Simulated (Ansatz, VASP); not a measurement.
**One calculation of InP, two programs**

Contents of POSCAR:

```
InP
1.0
    0.0000000000      3.0477200000      2.9305000000
    2.9305000000      0.0000000000      2.9305000000
    2.9305000000      3.0477200000      0.0000000000
In P
1 1
Direct
    0.0000000000      0.0000000000      0.0000000000
    0.7500000000      0.7500000000      0.7500000000
```

File INCAR.step1:

```
PREC = Accurate
ENCUT = 520
ISMEAR = 0
SIGMA = 0.05
LREAL = F
LASPH = T
NELM = 80
NBANDS = 16
GGA = PE
ALGO = Normal
EDIFF = 1E-4
LWAVE = T
LCHARG = F
```

The input INCAR.step2:

```
PREC = Accurate
ENCUT = 520
EDIFF = 1E-6
ISMEAR = 0
SIGMA = 0.05
LREAL = F
LASPH = T
NELM = 80
ALGO = Normal
ISIF = 2
LWAVE = F
LCHARG = F
METAGGA = R2SCAN
LMIXTAU = T
NBANDS = 16
ISTART = 1
```

Contents of KPOINTS:

```
regular mesh
0
Gamma
  8 8 8
```

Input for Ansatz:

```yaml
crystal:
  lattice:
    - [0.0, 3.04772, 2.9305]
    - [2.9305, 0.0, 2.9305]
    - [2.9305, 3.04772, 0.0]
  atoms:
    - { symbol: In, position: [0.0, 0.0, 0.0] }
    - { symbol: P, position: [0.75, 0.75, 0.75] }
basis:
  ecutwfc: 500
kpoints:
  mp_grid: { grid: [8, 8, 8] }
hamiltonian:
  xc: r2scan
scf:
  occupations: { method: gaussian, width: 0.05 }
output:
  forces: true
  stress: true
  eigenvalues: true
  write_density: true
  write_potential: true
  elf: true
  volumetric_format: npy
```

Change from the starting cell: strain +0.0400 x Voigt [0, 1, 0, 0, 0, 0], atoms carried along.

Alike in both runs: task single point; functional r2SCAN; k mesh 8 × 8 × 8; occupations gaussian, width 0.05 eV; no spin polarisation.

```csv
,VASP,Ansatz
version,VASP 6.6.1,Ansatz 0.2.0
potentials or method,"VASP PAW PBE potentials, release 64 (In_d, P), cutoff 520 eV","scalar-relativistic, plane waves, PAW"
valence electrons in the cell,18,18
```

|  | VASP | Ansatz | Ansatz less VASP |
| --- | --- | --- | --- |
| gap on the k mesh at the Fermi level (eV) | 0.86 | 0.86 | -0.003 |
| least direct gap on the mesh (eV) | 0.86 | 0.86 | -0.003 |
| pressure (GPa) | -1.2 | -1.1 | +0.10 |
| traceless stress, the component that is largest in VASP (GPa) | -1.28 | -1.27 | +0.010 |

VASP's potentials were made for PBE, not for r2SCAN.
